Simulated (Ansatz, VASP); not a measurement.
# One calculation of Mg, two programs

```xyz
2
Lattice="3.2099 0.0000 0.0000 -1.6050 2.7799 0.0000 0.0000 0.0000 5.1399" Properties=species:S:1:pos:R:3 pbc="T T T"
Mg    0.0000    1.8533    1.2850
Mg    1.6050    0.9266    3.8550
```

Alike in both runs: functional PBE; k mesh 15 × 15 × 8; occupations gaussian, width 0.1 eV; no spin polarisation.

Ansatz relaxed the structure, and its values are those at the end. VASP's run is a single point on that final structure, the one shown.

|  | VASP | Ansatz |
| --- | --- | --- |
| version | VASP 6.6.1 | Ansatz 0.2.0 |
| potentials or method | VASP PAW PBE potentials, release 64 (Mg), cutoff 520 eV | scalar-relativistic, plane waves, PAW |
| valence electrons in the cell | 4 | 20 |

|  | VASP | Ansatz | Ansatz less VASP |
| --- | --- | --- | --- |
| gap on the k mesh at the Fermi level (eV) | none | none | - |
| pressure (GPa) | -0.1 | 0.0 | +0.12 |

A gap of «none» marks a metal or a gap that the smearing closes. VASP's potentials hold 4 valence electrons a cell and Ansatz's 20, so a difference there can come from the potentials and not from the codes.
